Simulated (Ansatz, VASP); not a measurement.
# One calculation of TiRe, two programs

```xyz
2
Lattice="3.1180 0.0000 0.0000 0.0000 3.1180 0.0000 0.0000 0.0000 3.1180" Properties=species:S:1:pos:R:3 pbc="T T T"
Ti    1.5590    1.5590    1.5590
Re    0.0000    0.0000    0.0000
```

Alike in both runs: task single point; functional PBEsol; k mesh 13 × 13 × 13; occupations fermi-dirac, width 0.05 eV; no spin polarisation.

|  | VASP | Ansatz |
| --- | --- | --- |
| version | VASP 6.6.1 | Ansatz 0.2.0 |
| potentials or method | VASP PAW PBE potentials, release 64 (Ti_sv, Re), cutoff 520 eV | all-electron LAPW, scalar-relativistic |

```tsv
	VASP	Ansatz	Ansatz less VASP
pressure (GPa)	-8.0	-7.8	+0.20
```

VASP's potentials were made for PBE, not for PBEsol. Ansatz ran all-electron here, and VASP with PAW potentials.

Spin-orbit coupling is off throughout.
